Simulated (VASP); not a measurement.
# BAs5 (Cmmm) in VASP: further runs

The runs below take BAs5 through single point, with PBE.

Program: VASP 6.6.1. These are calculated values, not measurements. Logs are shortened: lines on timing, memory, paths and dates and some standing lists are left out, and cuts for length are marked.

### Step 1. The cell of the first run

Symmetry: Cmmm, No. 65, orthorhombic system. Conventional cell: a = 5.048 Å, b = 10.671 Å, c = 4.409 Å, α = 90.00°, β = 90.00°, γ = 90.00°. Within 3.3 Å of B (site symmetry mmm) lie 8 As at 2.52 to 2.84 Å. As (site symmetry m2m) has 7 As at 2.56 to 3.35 Å and 2 B at 2.84 Å within 3.4 Å. As (site symmetry mmm) has 8 As at 2.56 to 2.80 Å and 4 B at 3.35 Å within 3.4 Å. Within 3.2 Å of As (site symmetry m2m) lie 3 As at 2.43 to 2.80 Å and 2 B at 2.52 Å.

### Step 2. Single point, PBE

INCAR reads:

```
  PREC = Accurate
  ENCUT = 520
  EDIFF = 1E-6
  ISMEAR = 0
  SIGMA = 0.1
  LREAL = F
  LASPH = T
  NELM = 100
  ALGO = Normal
  ISIF = 2
  LWAVE = F
  LCHARG = F
  GGA = PE
  NBANDS = 23
```

KPOINTS reads:

```
Automatic mesh
0
Gamma
  4 4 4
```

POSCAR reads:

```
BAs5
1.0
    2.5239901183     -5.3356264224      0.0000000000
    2.5239901183      5.3356264224      0.0000000000
    0.0000000000      0.0000000000      4.4091003678
B As
1 5
Direct
    0.0000000000      0.0000000000      0.0000000000
    0.3783082487      0.6216917513      0.0000000000
    0.6216917513      0.3783082487      0.0000000000
    0.5000000000      0.5000000000      0.5000000000
    0.8861087799      0.1138912201      0.5000000000
    0.1138912201      0.8861087799      0.5000000000
```

Potentials or basis: VASP PAW PBE potentials, release 64 (B, As).

On the command line:

```bash
> cat potpaw_PBE.64/B/POTCAR potpaw_PBE.64/As/POTCAR > POTCAR
> mpirun -np 1 vasp_std > vasp.out
```

OUTCAR:

```text
PREC = Accurate
   ENCUT = 520
   EDIFF = 1E-6
   ISMEAR = 0
   LREAL = F
   LASPH = T
   NELM = 100
   ISIF = 2
   GGA = PE

 ion  position               nearest neighbor table
   1  0.000  0.000  0.000-   5 2.52   6 2.52   5 2.52   6 2.52
   2  0.378  0.622  0.000-   4 2.56   4 2.56   3 2.60
   3  0.622  0.378  0.000-   4 2.56   4 2.56   2 2.60
   4  0.500  0.500  0.500-   2 2.56   3 2.56   2 2.56   3 2.56   6 2.80   5 2.80   6 2.80   5 2.80

   5  0.886  0.114  0.500-   6 2.43   1 2.52   1 2.52   4 2.80   4 2.80
   6  0.114  0.886  0.500-   5 2.43   1 2.52   1 2.52   4 2.80   4 2.80

  LATTYP: Found a base centered orthorhombic cell.
 ALAT       =     5.0479802366
 B/A-ratio  =     2.1139648621
 C/A-ratio  =     0.8734385162

  Lattice vectors:

 A1 = (   2.5239901183,  -5.3356264224,   0.0000000000)
 A2 = (   2.5239901183,   5.3356264224,   0.0000000000)
 A3 = (   0.0000000000,   0.0000000000,   4.4091003678)

Analysis of symmetry for initial positions (statically):
=====================================================================
 Subroutine PRICEL returns:
 Original cell was already a primitive cell.

 Routine SETGRP: Setting up the symmetry group for a
 base centered orthorhombic supercell.

 Subroutine GETGRP returns: Found  8 space group operations
 (whereof  8 operations were pure point group operations)
 out of a pool of  8 trial point group operations.

The static configuration has the point symmetry D_2h.

Analysis of symmetry for dynamics (positions and initial velocities):
=====================================================================
 Subroutine PRICEL returns:
 Original cell was already a primitive cell.

 Routine SETGRP: Setting up the symmetry group for a
 base centered orthorhombic supercell.

 Subroutine GETGRP returns: Found  8 space group operations
 (whereof  8 operations were pure point group operations)
 out of a pool of  8 trial point group operations.

The dynamic configuration has the point symmetry D_2h.

 Subroutine INISYM returns: Found  8 space group operations
 (whereof  8 operations are pure point group operations),
 and found     1 'primitive' translations

----------------------------------------------------------------------------------------

                                     Primitive cell

  volume of cell :     118.7553

  direct lattice vectors                    reciprocal lattice vectors
     2.523990118 -5.335626422  0.000000000     0.198099032 -0.093709709  0.000000000
     2.523990118  5.335626422  0.000000000     0.198099032  0.093709709  0.000000000
     0.000000000  0.000000000  4.409100368     0.000000000  0.000000000  0.226803637

  length of vectors
     5.902494001  5.902494001  4.409100368     0.219145468  0.219145468  0.226803637

  position of ions in fractional coordinates (direct lattice)
     0.000000000  0.000000000  0.000000000
     0.378308249  0.621691751  0.000000000
     0.621691751  0.378308249  0.000000000
     0.500000000  0.500000000  0.500000000
     0.886108780  0.113891220  0.500000000
     0.113891220  0.886108780  0.500000000

  ion indices of the primitive-cell ions
   primitive index   ion index
                 1           1
                 2           2
                 3           3
                 4           4
                 5           5
                 6           6

----------------------------------------------------------------------------------------

 KPOINTS: Automatic mesh

Automatic generation of k-mesh.
 Grid dimensions read from file:
 generate k-points for:    4    4    4

 Generating k-lattice:

  Cartesian coordinates                     Fractional coordinates (reciprocal lattice)
     0.049524758 -0.023427427  0.000000000     0.250000000  0.000000000  0.000000000
     0.049524758  0.023427427  0.000000000     0.000000000  0.250000000  0.000000000
     0.000000000  0.000000000  0.056700909     0.000000000  0.000000000  0.250000000

  Length of vectors
     0.054786367  0.054786367  0.056700909

  Shift w.r.t. Gamma in fractional coordinates (k-lattice)
     0.000000000  0.000000000  0.000000000

 Subroutine IBZKPT returns following result:
 ===========================================

 Found     21 irreducible k-points:

 Following reciprocal coordinates:
            Coordinates               Weight
  0.000000  0.000000  0.000000      1.000000
  0.250000 -0.000000  0.000000      4.000000
  0.500000 -0.000000  0.000000      2.000000
  0.250000  0.250000  0.000000      2.000000
  0.500000  0.250000  0.000000      4.000000
 -0.250000  0.250000  0.000000      2.000000
[... 13 lines left out ...]
 -0.250000  0.250000  0.500000      2.000000
  0.500000  0.500000  0.500000      1.000000
   k-points           NKPTS =     21   k-points in BZ     NKDIM =     21   number of bands    NBANDS=     23
   number of dos      NEDOS =    301   number of ions     NIONS =      6
   total plane-waves  NPLWV =  82944
   dimension x,y,z NGX =    48 NGY =   48 NGZ =   36
   dimension x,y,z NGXF=    96 NGYF=   96 NGZF=   72
   ions per type =               1   5
   NGX,Y,Z   is equivalent  to a cutoff of  13.52, 13.52, 13.57 a.u.
   NGXF,Y,Z  is equivalent  to a cutoff of  27.04, 27.04, 27.15 a.u.
 SYSTEM =  unknown system
   PREC   = accura    normal or accurate (medium, high low for compatibility)
   ISTART =      0    job   : 0-new  1-cont  2-samecut
   ICHARG =      2    charge: 1-file 2-atom 10-const
   ISPIN  =      1    spin polarized calculation?
   LNONCOLLINEAR =      F non collinear calculations
   LSORBIT =      F    spin-orbit coupling
   LASPH  =      T    aspherical Exc in radial PAW
   ENCUT  =  520.0 eV  38.22 Ry    6.18 a.u.  10.97 10.97  8.20*2*pi/ulx,y,z
   NELM   =    100;   NELMIN=  2; NELMDL= -5     # of ELM steps
   EDIFF  = 0.1E-05   stopping-criterion for ELM
   LREAL  =      F    real-space projection
   EDIFFG = 0.1E-04   stopping-criterion for IOM
   NSW    =      0    number of steps for IOM
   IBRION =     -1    ionic relax: 0-MD 1-quasi-New 2-CG
   NFREE  =      0    steps in history (QN), initial steepest desc. (CG)
   ISIF   =      2    stress and relaxation
   ISYM   =      2    0-nonsym 1-usesym 2-fastsym
   POTIM  = 0.5000    time-step for ionic-motion
   TEBEG  =    0.0;   TEEND  =   0.0 temperature during run
   PSTRESS=    0.0 pullay stress
   NELECT =      28.0000    total number of electrons
   NUPDOWN=      -1.0000    fix difference up-down
   EMIN   =  10.00;   EMAX   =-10.00  energy-range for DOS
   EFERMI =   0.00;   METHOD = LEGACY
   ISMEAR =     0;   SIGMA  =   0.10  broadening in eV -4-tet -1-fermi 0-gaus
   EFERMI_NEDOS =   21; number of points for ismear=-14 and -15
   IALGO  =     38    algorithm
   IMIX   =      4    mixing-type and parameters
     AMIX     =   0.40;   BMIX     =  1.00
     AMIX_MAG =   1.60;   BMIX_MAG =  1.00
  volume/ion in A,a.u.               =      19.79       133.57
  Fermi-wavevector in a.u.,A,eV,Ry     =   1.011369  1.911211 13.916966  1.022868
  Thomas-Fermi vector in A             =   2.144415
   LORBIT       =      0    0 simple, 1 ext, 2 COOP (PROOUT), +10 PAW based schemes
   GGA     = PE    functional components
   LHFCALC =     F    Hartree Fock is set to
   AEXX    =    0.0000 exact exchange contribution
   IVDW    =     0    specifies the selected vdW correction
   LEPSILON=     F    determine dielectric tensor
   LRPA    =     F    only Hartree local field effects (RPA)
 non-spin polarized calculation
 Gauss-broadening in eV      SIGMA  =   0.10
  energy-cutoff  :      520.00
  volume of cell :      118.76
 maximum number of plane-waves:      3230
 NGX is ok and might be reduce to    48
   NGX = 21   NGY = 21   NGZ = 17

 number of electron      27.9999997 magnetization

 Free energy of the ion-electron system (eV)
  ---------------------------------------------------
  ext. energy  EPLUGINS =         0.00000000
  ---------------------------------------------------
  free energy    TOTEN  =       -25.33703214 eV

  energy without entropy =      -25.32541856  energy(sigma->0) =      -25.33122535

 E-fermi :   5.3207     XC(G=0): -10.0162

 val. band max:        5.2646751158   @ k =   0.5000  -0.0000   0.5000
 cond. band min:       5.3298574966   @ k =   0.5000   0.2500   0.5000
 fundamental gap:      0.0651823808
 Fermi energy:         5.3207261741

 k-point     1 :       0.0000    0.0000    0.0000
  band No.  band energies     occupation
      1     -10.2502      2.00000
      2      -6.5431      2.00000
      3      -5.4472      2.00000
      4      -3.5884      2.00000
      5      -3.3619      2.00000
      6      -1.4235      2.00000
[... 15 lines left out ...]
     22       9.7435      0.00000
     23       9.8524      0.00000

 k-point     2 :       0.2500   -0.0000    0.0000
  band No.  band energies     occupation
      1      -9.9367      2.00000
      2      -7.3252      2.00000
      3      -5.4061      2.00000
      4      -4.1319      2.00000
      5      -3.3263      2.00000
      6      -1.0733      2.00000
[... 15 lines left out ...]
     22       8.9997      0.00000
     23      10.4402      0.00000

 k-point     3 :       0.5000   -0.0000    0.0000
  band No.  band energies     occupation
      1      -9.3672      2.00000
      2      -8.2783      2.00000
      3      -5.2233      2.00000
      4      -4.7252      2.00000
      5      -3.1433      2.00000
      6      -0.5886      2.00000
[... 15 lines left out ...]
     22       8.9526      0.00000
     23       9.8420      0.00000

 k-point     4 :       0.2500    0.2500    0.0000
  band No.  band energies     occupation
      1      -9.3725      2.00000
      2      -8.2580      2.00000
      3      -5.4718      2.00000
      4      -4.3828      2.00000
      5      -3.1920      2.00000
      6      -0.5932      2.00000
[... 15 lines left out ...]
     22       8.8549      0.00000
     23      10.1133      0.00000

 k-point     5 :       0.5000    0.2500    0.0000
  band No.  band energies     occupation
      1      -9.7968      2.00000
      2      -7.4383      2.00000
      3      -6.1264      2.00000
      4      -3.6934      2.00000
      5      -3.0931      2.00000
      6      -0.9369      2.00000
[... 15 lines left out ...]
     22       9.6719      0.00000
     23      10.0882      0.00000

 k-point     6 :      -0.2500    0.2500    0.0000
  band No.  band energies     occupation
      1     -10.1509      2.00000
      2      -6.6128      2.00000
      3      -6.0599      2.00000
      4      -3.4011      2.00000
      5      -3.0277      2.00000
      6      -1.5642      2.00000
[... 15 lines left out ...]
     22       9.1682      0.00000
     23       9.5388      0.00000

 k-point     7 :       0.5000    0.5000    0.0000
  band No.  band energies     occupation
      1     -10.0385      2.00000
      2      -6.6685      2.00000
      3      -6.5448      2.00000
      4      -3.2007      2.00000
      5      -2.8379      2.00000
      6      -1.6852      2.00000
[... 275 lines left out ...]
     22       8.4590      0.00000
     23      10.3920      0.00000

 k-point    18 :       0.2500    0.2500    0.5000
  band No.  band energies     occupation
      1      -7.8546      2.00000
      2      -7.7315      2.00000
      3      -7.2433      2.00000
      4      -4.6644      2.00000
      5      -4.3194      2.00000
      6      -3.1570      2.00000
[... 15 lines left out ...]
     22       8.2807      0.00000
     23      10.8241      0.00000

 k-point    19 :       0.5000    0.2500    0.5000
  band No.  band energies     occupation
      1      -8.5075      2.00000
      2      -7.7784      2.00000
      3      -6.1027      2.00000
      4      -4.9329      2.00000
      5      -4.6763      2.00000
      6      -2.5991      2.00000
[... 15 lines left out ...]
     22       8.9268      0.00000
     23      10.6956      0.00000

 k-point    20 :      -0.2500    0.2500    0.5000
  band No.  band energies     occupation
      1      -8.8906      2.00000
      2      -7.9423      2.00000
      3      -5.0532      2.00000
      4      -4.8073      2.00000
      5      -4.6093      2.00000
      6      -1.6285      2.00000
[... 15 lines left out ...]
     22       9.3408      0.00000
     23      10.6055      0.00000

 k-point    21 :       0.5000    0.5000    0.5000
  band No.  band energies     occupation
      1      -8.8035      2.00000
      2      -7.8189      2.00000
      3      -5.1705      2.00000
      4      -5.0992      2.00000
      5      -4.9754      2.00000
      6      -1.7430      2.00000
[... 15 lines left out ...]
     22       8.5031      0.00000
     23      10.6424      0.00000

------------------------ aborting loop because EDIFF is reached ----------------------------------------

  FORCE on cell =-STRESS in cart. coord.  units (eV):
  Direction    XX          YY          ZZ          XY          YZ          ZX
  --------------------------------------------------------------------------------------
  -------------------------------------------------------------------------------------
  Total        0.3523762      0.1716406      0.2389798      0.0000000      0.0000000      0.0000000
  in kB        4.7540534      2.3156752      3.2241754      0.0000000      0.0000000      0.0000000
  external PRESSURE =       3.4313013 kB  Pullay stress =       0.0000000 kB

 VOLUME and BASIS-vectors are now :
 -----------------------------------------------------------------------------
  energy-cutoff  :      520.00
  volume of cell :      118.76
      direct lattice vectors                 reciprocal lattice vectors
     2.523990118 -5.335626422  0.000000000     0.198099032 -0.093709709  0.000000000
     2.523990118  5.335626422  0.000000000     0.198099032  0.093709709  0.000000000
     0.000000000  0.000000000  4.409100368     0.000000000  0.000000000  0.226803637

 POSITION                                       TOTAL-FORCE (eV/Angst)
 -----------------------------------------------------------------------------------
      0.00000      0.00000      0.00000         0.000000      0.000000     -0.000000
      2.52399      1.29860      0.00000         0.000000      0.047809     -0.000000
      2.52399     -1.29860      0.00000         0.000000     -0.047809     -0.000000
      2.52399      0.00000      2.20455         0.000000     -0.000000     -0.000000
      2.52399     -4.12026      2.20455         0.000000      0.045135     -0.000000
      2.52399      4.12026      2.20455         0.000000     -0.045135      0.000000
 -----------------------------------------------------------------------------------
    total drift:                                0.000000     -0.000000      0.000000

  FREE ENERGIE OF THE ION-ELECTRON SYSTEM (eV)
  ---------------------------------------------------
  free  energy   TOTEN  =       -25.3370321437 eV

  energy  without entropy=      -25.3254185585  energy(sigma->0) =      -25.33122535
```

Wall time 58 s (1 thread of Intel Xeon Platinum 8488C (Sapphire Rapids), shared host); peak memory 0.28 GiB.

What came out:

| Quantity | Value |
| --- | --- |
| Free energy | -25.3370 eV |
| Pressure | 0.3 GPa |
| Largest force | 0.048 eV/Å |
| Band gap on the k mesh | zero (band 14 reaches 5.96 eV, above the bottom of band 15 at 3.97 eV) |

Forces on the atoms (eV/Å):
```
B    0.000  0.000  0.000
As   0.000  0.048  0.000
As   0.000 -0.048  0.000
As   0.000  0.000  0.000
As   0.000  0.045  0.000
As   0.000 -0.045  0.000
```

### Step 3. Single point, PBE

This run uses another cell than the first one, of 21.07 Å³/atom, 1.065 times its volume.

INCAR reads:

```
PREC = Accurate ; ENCUT = 520
EDIFF = 1E-6 ; ISMEAR = 0
SIGMA = 0.1 ; LREAL = False
LASPH = True ; NELM = 100
ALGO = Normal ; ISIF = 2
LWAVE = False ; LCHARG = False
GGA = PE ; NBANDS = 23
```

KPOINTS reads:

```
regular mesh
0
Gamma
  4 4 4
```

POSCAR reads:

```
BAs5
1.0
    2.2092681600     -6.4847599300      0.0000000000
    2.2092681600      6.4847599300      0.0000000000
    0.0000000000      0.0000000000      4.4122239500
B As
1 5
Direct
    0.0000000000      0.0000000000      0.0000000000
    0.3365818300      0.6634181700      0.0000000000
    0.6634181700      0.3365818300      0.0000000000
    0.5000000000      0.5000000000      0.5000000000
    0.8341655700      0.1658344300      0.5000000000
    0.1658344300      0.8341655700      0.5000000000
```

Potentials or basis: VASP PAW PBE potentials, release 64 (B, As).

On the command line:

```bash
> cat potpaw_PBE.64/B/POTCAR potpaw_PBE.64/As/POTCAR > POTCAR
> mpirun -np 1 vasp_std > vasp.out
```

Run time: 83 s. Hardware: 1 thread of Intel Xeon Platinum 8488C (Sapphire Rapids), shared host; peak memory 0.31 GiB.

Results (log left out):

* Free energy: -23.4585 eV
* Pressure: -9.4 GPa
* Largest force: 0.047 eV/Å
* Band gap on the k mesh: zero (band 14 reaches 5.20 eV, above the bottom of band 15 at 3.82 eV)

Forces on the atoms (eV/Å):
```
B    0.000  0.000  0.000
As   0.000  0.019  0.000
As   0.000 -0.019  0.000
As   0.000  0.000  0.000
As   0.000  0.047  0.000
As   0.000 -0.047  0.000
```

Stress tensor (GPa, compression positive):
```
 -8.71   0.00   0.00
  0.00 -10.63   0.00
  0.00   0.00  -8.94
```

Levels at points of the mesh, in eV from the Fermi level:
```csv
k point,band 11,band 12,band 13,band 14,band 15,band 16,band 17,band 18
"(0.00, 0.00, 0.00)",-1.31,-0.92,-0.90,-0.62,-0.23,1.08,1.13,1.42
"(0.50, 0.00, 0.00)",-2.19,-2.06,-0.97,-0.59,0.18,0.22,0.34,0.70
"(0.50, 0.50, 0.00)",-1.52,-0.90,-0.66,-0.44,0.77,0.86,1.01,1.26
"(0.00, 0.00, 0.50)",-2.21,-2.06,-2.01,-1.12,0.86,1.03,2.21,2.25
"(0.50, 0.00, 0.50)",-3.03,-2.99,0.70,0.79,0.90,1.45,3.34,3.45
"(0.50, 0.50, 0.50)",-1.62,-1.35,-0.87,-0.84,-0.58,-0.27,0.13,0.30
```

Caveat: the k points lie up to 0.38 Å⁻¹ apart.

(Part 1 of 2 ends here.)
